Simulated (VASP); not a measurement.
# Au: single point with RPBE

The system is Au.

```
Au
1.0
     0.00000    2.00750    2.00750
     2.00750    0.00000    2.00750
     2.00750    2.00750    0.00000
Au
1
Direct
  0.00000 0.00000 0.00000
```

```json
{
 "Program": "VASP 6.6.1",
 "Task": "single point",
 "Functional": "RPBE",
 "Potentials or basis": "VASP PAW PBE potentials, release 64 (Au)",
 "Cutoff": "520 eV",
 "k mesh": "11 × 11 × 11",
 "Occupations": "fermi-dirac, width 0.05 eV",
 "Spin": "no spin polarisation",
 "Dipole correction": "no",
 "Further INCAR settings": "ALGO = Fast; EDIFF = 1e-07; NBANDS = 12"
}
```

```
Pressure : 23.9 GPa
```

Levels at points of the mesh, in eV from the Fermi level:
| k point | band 3 | band 4 | band 5 | band 6 | band 7 | band 8 | band 9 | band 10 |
| --- | --- | --- | --- | --- | --- | --- | --- | --- |
| (0.00, 0.00, 0.00) | -4.99 | -4.99 | -3.34 | -3.34 | 14.41 | 18.74 | 18.74 | 18.74 |

It took 16 s on 1 thread of Intel Xeon 6975P-C (shared host), peak memory 0.15 GiB.

Caveat: the PAW data sets were made with another functional, which shifts forces and pressure a little; spin-orbit coupling is left out, which moves the levels of the heavy elements.
